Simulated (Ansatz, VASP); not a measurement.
**Ge: VASP beside Ansatz**

Contents of INCAR:

```
PREC = Accurate
ENCUT = 520
EDIFF = 1E-7
ISMEAR = 1
SIGMA = 0.025
LREAL = False
LASPH = True
NELM = 80
ALGO = Normal
ISIF = 2
LWAVE = False
LCHARG = True
GGA = PE
LELF = True
LVHAR = True
NBANDS = 21
```

The input KPOINTS:

```
regular mesh
0
Gamma
  17 17 17
```

POSCAR

```
Ge
1.0
   -2.6003962924      2.6003962924      1.4278693722
    2.6003962924     -2.6003962924      1.4278693722
    2.6003962924      2.6003962924     -1.4278693722
Ge
2
Direct
   -0.3750000000     -0.1250000000     -0.2500000000
    0.3750000000      0.1250000000      0.2500000000
```

Input for Ansatz:

```yaml
crystal:
  lattice:
    - [-2.6003962924, 2.6003962924, 1.4278693722]
    - [2.6003962924, -2.6003962924, 1.4278693722]
    - [2.6003962924, 2.6003962924, -1.4278693722]
  atoms:
    - { symbol: Ge, position: [-0.375, -0.125, -0.25] }
    - { symbol: Ge, position: [0.375, 0.125, 0.25] }
kpoints:
  mp_grid: { grid: [17, 17, 17] }
  band_path:
    path:
      - [0.0, 0.0, 0.0]
      - [0.0, 0.0, 0.5]
      - [-0.5, 0.5, 0.5]
      - [0.0, 0.0, 0.0]
      - [0.3253768334, 0.3253768334, -0.3253768334]
      - [-0.3253768334, 0.6746231666, 0.3253768334]
      - [-0.5, 0.5, 0.5]
      - [0.0, 0.0, 0.5]
      - [0.25, 0.25, 0.25]
    npoints: 14
scf:
  occupations: { method: cold, width: 0.025 }
hamiltonian:
  xc: pbe
  pseudopotentials: { kind: all_electron, lapw: { basis_error: 0.001 } }
output:
  forces: true
  stress: true
  eigenvalues: true
  populations: true
```

Alike in both runs: task single point; functional PBE; k mesh 17 × 17 × 17; no spin polarisation.

|  | VASP | Ansatz |
| --- | --- | --- |
| version | VASP 6.6.1 | Ansatz 0.2.0 |
| potentials or method | VASP PAW PBE potentials, release 64 (Ge_d), cutoff 520 eV | all-electron LAPW, scalar-relativistic |
| occupations | methfessel-paxton of order 1, width 0.025 eV | cold, width 0.025 eV |

VASP gave:

```
gap on the k mesh at the Fermi level (eV)                     : none
pressure (GPa)                                                : -0.1
traceless stress, the component that is largest in VASP (GPa) : 0.02
```

Task: Estimate Ansatz's values.

Result: gap on the k mesh at the Fermi level (eV): none; pressure (GPa): -0.1; traceless stress, the component that is largest in VASP (GPa): 0.08.

A gap of «none» marks a metal or a gap that the smearing closes. Ansatz ran all-electron here, and VASP with PAW potentials.
